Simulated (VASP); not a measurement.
Runs of VASP 6.6.1 on CaF2 (Fluorite). The structure is that of space group Fm-3m (No. 225), or close to it. The cells are those of the table. 

| cell | gap on the mesh (eV) | pressure (GPa) |
| --- | --- | --- |
| a = 3.875, b = 3.875, c = 3.862 Å, angles 60.1, 60.1, 59.8°, 3 atoms | (b) | -1.3 |
| a = 3.869, b = 3.869, c = 3.862 Å, angles 60.1, 60.1, 59.9°, 3 atoms | 7.93 | -1.0 |
| a = 3.862 Å, angles 60.0°, 3 atoms | 7.95 | -0.7 |
| a = 3.849, b = 3.849, c = 3.862 Å, angles 59.9, 59.9, 60.2°, 3 atoms | 7.96 | -0.1 |
| a = 3.856, b = 3.856, c = 3.862 Å, angles 59.9, 59.9, 60.1°, 3 atoms | 7.96 | -0.4 |
| a = 3.843, b = 3.843, c = 3.862 Å, angles 59.8, 59.8, 60.3°, 3 atoms | (a) | 0.2 |
| a = 3.882, b = 3.882, c = 3.862 Å, angles 60.2, 60.2, 59.7°, 3 atoms | 7.87 | (c) |

Alike in all rows: task single point; level r2SCAN; potentials or basis VASP PAW PBE potentials, release 64 (Ca_sv, F); no spin polarisation; k mesh 6 × 6 × 6; cutoff (eV) 660; smearing gaussian 0.05 eV.

**Question.** Estimate the missing entries.

**Answer.** (a) 7.97; (b) 7.90; (c) -1.6.

Caveats: the PAW data sets were made with another functional, which shifts forces and pressure a little.

A k mesh can miss the band edges.
